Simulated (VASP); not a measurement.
## ZnS: single point with revPBE

**What was measured.**

From “Electronic, vibrational, and thermodynamic properties of ZnS (zincblende and rocksalt structure)”, 2009, arxiv:0911.5022, for a bulk crystal of ZnS at 19 K: band gap 3.85 eV (direct).

Crystal: ZnS.

```
CELL_PARAMETERS angstrom
0.00000 2.72407 2.72407
2.72407 0.00000 2.72407
2.72407 2.72407 0.00000
ATOMIC_POSITIONS crystal
Zn 0.00000 0.00000 0.00000
S 0.75000 0.75000 0.75000
```

- Program: VASP 6.6.1
- Task: single point
- Functional: revPBE
- Potentials or basis: VASP PAW PBE potentials, release 64 (Zn, S)
- Cutoff: 520 eV
- k mesh: 8 × 8 × 8
- Occupations: gaussian, width 0.05 eV
- Spin: no spin polarisation
- Dipole correction: no
- Further INCAR settings: ALGO = Normal; EDIFF = 1e-07; NBANDS = 16

The pressure is 1.8 GPa and the band gap on the k mesh is 2.13 eV, direct.

Levels at points of the mesh, in eV from the valence-band top:
| k point | band 7 | band 8 | band 9 | band 10 | band 11 | band 12 |
| --- | --- | --- | --- | --- | --- | --- |
| (0.00, 0.00, 0.00) | 0.00 | 0.00 | 0.00 | 2.13 | 6.45 | 6.45 |
| (0.50, 0.00, 0.00) | -5.09 | -0.83 | -0.83 | 3.35 | 6.98 | 6.98 |
| (0.50, 0.50, 0.00) | -4.43 | -2.12 | -2.12 | 3.57 | 4.15 | 10.95 |

Wall time 22 s on 1 thread of Intel(R) Xeon(R) Platinum 8488C (Sapphire Rapids), on a shared host, peak memory 0.17 GiB.

A measured gap of ZnS is 3.85 eV (direct; 19 K; quoted in “Electronic, vibrational, and thermodynamic properties of ZnS (zincblende and rocksalt structure)”, 2009, arxiv:0911.5022); the calculated 2.13 eV misses it by -1.72 eV. The value is that of revPBE, without temperature or zero-point motion. Semilocal functionals fall short of measured gaps as a rule.

Caveat: the PAW data sets were made with another functional, which shifts forces and pressure a little.
